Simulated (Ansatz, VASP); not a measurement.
# One calculation of KCl, two programs

INCAR

```
PREC = Accurate
ENCUT = 520
EDIFF = 1E-8
ISMEAR = -1
SIGMA = 0.03
LREAL = False
LASPH = True
NELM = 100
ALGO = Normal
ISIF = 2
LWAVE = False
LCHARG = False
GGA = PS
LEFG = True
NBANDS = 15
```

The input KPOINTS:

```
regular mesh
0
Gamma
  7 7 7
```

File POSCAR:

```
KCl
1.0
    0.0000000000      3.1134447711      3.1134447711
    3.1134447711      0.0000000000      3.1134447711
    3.1134447711      3.1134447711      0.0000000000
K Cl
1 1
Direct
    0.0000000000      0.0000000000      0.0000000000
    0.5000000000      0.5000000000      0.5000000000
```

Input for Ansatz:

```yaml
crystal:
  lattice:
    - [0.0, 3.1134447711, 3.1134447711]
    - [3.1134447711, 0.0, 3.1134447711]
    - [3.1134447711, 3.1134447711, 0.0]
  atoms:
    - { symbol: K, position: [0.0, 0.0, 0.0] }
    - { symbol: Cl, position: [0.5, 0.5, 0.5] }
kpoints:
  mp_grid: { grid: [7, 7, 7] }
scf:
  occupations: { method: fermi_dirac, width: 0.03 }
hamiltonian:
  xc: pbesol
  pseudopotentials: { kind: paw }
output:
  forces: true
  stress: true
  eigenvalues: true
  efg: { contact_densities: true }
```

Change from the starting cell: volume scaled by 0.96, PAW files.

Alike in both runs: task electric field gradients; functional PBEsol; k mesh 7 × 7 × 7; occupations fermi-dirac, width 0.03 eV; no spin polarisation.

```csv
,VASP,Ansatz
version,VASP 6.6.1,Ansatz 0.2.0
potentials or method,"VASP PAW PBE potentials, release 64 (K_sv, Cl)","PAW with Ansatz's default frozen-core files, scalar-relativistic"
plane-wave cutoff (eV),520,420
valence electrons in the cell,16,16
```

|  | VASP | Ansatz | Ansatz less VASP |
| --- | --- | --- | --- |
| gap on the k mesh at the Fermi level (eV) | 5.12 | 5.13 | +0.004 |
| pressure (GPa) | 0.2 | 0.2 | -0.05 |

VASP's potentials were made for PBE, not for PBEsol.
